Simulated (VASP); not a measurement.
# NaF in VASP: further runs, part 2 of 2

VASP 6.6.1.

## 3. G0W0 quasiparticle levels, PBE

The input, POSCAR:

```
NaF
1.0
    0.0379689203      2.5312613515      2.5312613515
    2.5312613515      0.0379689203      2.5312613515
    2.5692302718      2.5692302718      0.0000000000
Na F
1 1
Direct
    0.0034341474      0.0034341474     -0.0034341474
    0.2465658526      0.2465658526      0.2534341474
```

The input, INCAR.step1:

```
SYSTEM = NaF
ALGO = Normal ; EDIFF = 1E-8
ENCUT = 500 ; GGA = PE
ISMEAR = 0 ; LASPH = .True.
LCHARG = .False. ; LREAL = .False.
LWAVE = .True. ; NELM = 100
PREC = Accurate ; SIGMA = 0.01
```

The input, INCAR.step2:

```
SYSTEM = NaF
ALGO = Exact ; EDIFF = 1E-8
ENCUT = 500 ; GGA = PE
ISMEAR = 0 ; ISTART = 1
LASPH = .True. ; LCHARG = .False.
LOPTICS = .True. ; LREAL = .False.
LWAVE = .True. ; NBANDS = 143
NELM = 1 ; PREC = Accurate
SIGMA = 0.01
```

The input, INCAR.step3:

```
SYSTEM = NaF
ALGO = EVGW0 ; EDIFF = 1E-8
ENCUT = 500 ; ENCUTGW = 150.0
GGA = PE ; ISMEAR = 0
ISTART = 1 ; LASPH = .True.
LCHARG = .False. ; LREAL = .False.
LWAVE = .False. ; NBANDS = 143
NBANDSGW = 16 ; NELMGW = 1
NOMEGA = 48 ; PREC = Accurate
PRECFOCK = Fast ; SIGMA = 0.01
```

The input, KPOINTS:

```
k-points
0
Gamma
  6 6 6
  0 0 0
```

Potentials or basis: VASP PAW PBE potentials, release 64 (Na_sv_GW, F_GW).

Started as:

```
cat potpaw_PBE.64/Na_sv_GW/POTCAR potpaw_PBE.64/F_GW/POTCAR > POTCAR
cp INCAR.step1 INCAR
mpirun -np 1 vasp_std > vasp.out
cp INCAR.step2 INCAR
mpirun -np 1 vasp_std > vasp.out
cp INCAR.step3 INCAR
mpirun -np 1 vasp_std > vasp.out
```

OUTCAR:

```text
SYSTEM = NaF
   EDIFF = 1E-8
   ENCUT = 500
   ENCUTGW = 150.0
   GGA = PE
   ISMEAR = 0
   ISTART = 1
   LASPH = .True.
   LREAL = .False.
   NELMGW = 1
   PREC = Accurate
   PRECFOCK = Fast

 ion  position               nearest neighbor table
   1  0.003  0.003  0.997-   2 2.19   2 2.19   2 2.19   2 2.19
   2  0.247  0.247  0.253-   1 2.19   1 2.19   1 2.19   1 2.19

  LATTYP: Found a body centered orthorhombic cell.
 ALAT       =     3.5260479712
 B/A-ratio  =     1.0304568528
 C/A-ratio  =     1.4357498095

  Lattice vectors:

[... 172 lines left out ...]
   ENCUTLF             =  -1.0    cutoff for local field effects
   NELMGW              =     1    number of iterations in solving QP/BSE equation
   NELMHF              =     1    number of iterations in the inner HF iteration
   NKREDLFX            =     1    NKREDLFY  =   1   NKREDLFZ  =   1
 non-spin polarized calculation
 Gauss-broadening in eV      SIGMA  =   0.01
  energy-cutoff  :      500.00
  volume of cell :       32.43
 maximum number of plane-waves:       861
 NGX is ok and might be reduce to    28
  NGX = 16; NGY = 16; NGZ = 16
   NGX = 13   NGY = 13   NGZ = 13
 maximum number of plane-waves:       143

 QP shifts <psi_nk| G(iteration)W_0 |psi_nk>: iteration 1
 for sc-GW calculations column KS-energies equals QP-energies in previous step
 and V_xc(KS)=  KS-energies - (<T + V_ion + V_H > + <T+V_H+V_ion>^1  + <V_x>^1)

 k-point   1 :       0.0000    0.0000    0.0000
  band No.  KS-energies  QP-energies   sigma(KS)   V_xc(KS)     V^pw_x(r,r')   Z            occupation Imag(sigma)

      1     -50.1212     -60.2814     -41.7563     -29.2637     -49.1336       0.8133       2.0000       0.4161
      2     -22.0535     -28.6566     -35.9521     -28.1279     -41.2219       0.8439       2.0000       0.2070
      3     -22.0509     -28.7615     -36.2319     -28.3369     -41.3909       0.8500       2.0000       0.1740
      4     -22.0463     -28.7569     -36.2250     -28.3298     -41.3863       0.8500       2.0000       0.1745
      5     -21.9212     -26.4528     -29.1052     -23.1022     -37.1553       0.7549       2.0000       1.0355
      6      -3.2251      -6.0998     -25.3594     -21.7289     -29.6106       0.7918       2.0000       0.2382
[... 456 lines left out ...]
      3     -22.0826     -28.7422     -36.1312     -28.2307     -41.2833       0.8429       2.0000       0.1808
      4     -22.0746     -28.7521     -36.1741     -28.2739     -41.3273       0.8452       2.0000       0.1788
      5     -21.1879     -26.5189     -32.7299     -26.0302     -39.5749       0.7957       2.0000       0.6406
      6      -3.8875      -6.8867     -23.8222     -19.9853     -27.8793       0.7817       2.0000       0.2571
[... 8 lines left out ...]
     15      21.6613      23.8239      -5.4734      -7.8963      -2.3930       0.8925       0.0000      -0.3828
     16      24.2984      26.0671      -4.3648      -6.3015      -1.4632       0.9132       0.0000      -0.5066

 [... further k-points ...]
```

OUTCAR.step1:

```text
SYSTEM = NaF
   EDIFF = 1E-8
   ENCUT = 500
   GGA = PE
   ISMEAR = 0
   LASPH = .True.
   LREAL = .False.
[... 583 lines left out ...]
      2.56923      2.56923      0.01739         0.000000      0.000000      0.005247
      1.28462      1.28462      1.24825         0.000000      0.000000     -0.005247
 -----------------------------------------------------------------------------------
    total drift:                                0.000001      0.000001     -0.000530

  FREE ENERGIE OF THE ION-ELECTRON SYSTEM (eV)
  ---------------------------------------------------
  free  energy   TOTEN  =       -10.4701252985 eV

  energy  without entropy=      -10.4701252985  energy(sigma->0) =      -10.47012530
```

OUTCAR.step2:

```text
SYSTEM = NaF
   EDIFF = 1E-8
   ENCUT = 500
   GGA = PE
[... 1112 lines left out ...]
  --------------------------------------------------------------------------------------------------------------
     0.00000     1.73972     1.73972     1.73910     0.00247     0.00000     0.00000
     2.37896     1.77473     1.77473     1.77401     0.00264     0.00000     0.00000
     4.75792     1.94987     1.94987     1.94804     0.00296     0.00000     0.00000
     7.13688     2.07837     2.07837     2.05528    -0.02289     0.00000     0.00000
     9.51585     1.55216     1.55216     1.54277    -0.03850     0.00000     0.00000
    11.89481     1.82854     1.82854     1.93538     0.00548     0.00000     0.00000
[... 92 lines left out ...]
   233.13824     0.98815     0.98815     0.98815    -0.00000     0.00000     0.00000
   235.51720     0.98843     0.98843     0.98843    -0.00000     0.00000     0.00000
```

Wall time 40 min (1 thread of Intel Xeon Platinum 8488C (Sapphire Rapids), shared host); peak memory 0.96 GiB.

Results:

* Band gap on the k mesh, mean-field level: 5.60 eV, direct
* Quasiparticle gap: 9.79 eV
* Least direct quasiparticle gap: 9.79 eV

Levels at points of the mesh, in eV from the valence-band top:
```csv
k point,band 5,band 6,band 7,band 8,band 9,band 10,band 11,band 12
"(0.00, 0.00, 0.00)",-18.76,-0.06,-0.03,0.00,5.60,18.97,19.31,19.64
"(0.50, 0.00, 0.00)",-18.13,-0.86,-0.09,-0.07,10.01,10.96,16.90,17.22
"(0.50, 0.50, 0.00)",-18.00,-0.80,-0.23,-0.15,9.94,11.99,16.27,16.77
"(0.00, 0.00, 0.50)",-18.11,-0.88,-0.06,-0.04,9.87,10.84,17.12,17.46
"(0.50, 0.00, 0.50)",-18.00,-0.80,-0.19,-0.19,9.94,11.99,16.26,17.07
```

Caveat: bands, screening cutoff and mesh are small and nothing is extrapolated, so the quasiparticle values aren't converged.
